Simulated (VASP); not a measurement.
AlNi, 2 atoms in the cell. The structure is cubic, space group Pm-3m (No. 221). The conventional cell has a = 2.881 Å, b = 2.881 Å, c = 2.881 Å, α = 90.00°, β = 90.00°, γ = 90.00°. Ni (site symmetry m-3m) has 8 Al at 2.50 Å and 6 Ni at 2.88 Å within 3.3 Å. Al (site symmetry m-3m) has 8 Ni at 2.50 Å and 6 Al at 2.88 Å within 3.3 Å. 

| Quantity | Value |
| --- | --- |
| Program | VASP 6.6.1 |
| Task | single point |
| Functional | PBE |
| Potentials or basis | VASP PAW PBE potentials, release 64 (Ni, Al) |
| Cutoff | 600 eV |
| k mesh | 9 × 9 × 9 |
| Occupations | fermi-dirac, width 0.05 eV |
| Spin | collinear spin, ferromagnetic start |
| Starting moments | [0.9, 0.0] μB |
| Dipole correction | no |
| Further INCAR settings | ALGO = Normal; EDIFF = 1e-06; NBANDS = 18 |

Potentials or basis: VASP PAW PBE potentials, release 64 (Ni, Al).

Launch:

```sh
$ cat potpaw_PBE.64/Ni/POTCAR potpaw_PBE.64/Al/POTCAR > POTCAR
$ mpirun -np 1 vasp_std > vasp.out
```

Hardware: 1 thread of Intel(R) Xeon(R) 6975P-C (Granite Rapids), with other jobs on the host.

Task: Estimate the wall time of this run.

Result: Wall time 10 s on 1 thread of Intel(R) Xeon(R) 6975P-C (Granite Rapids), on a shared host, peak memory 0.16 GiB. Counts: scf iterations 14, k points 35.
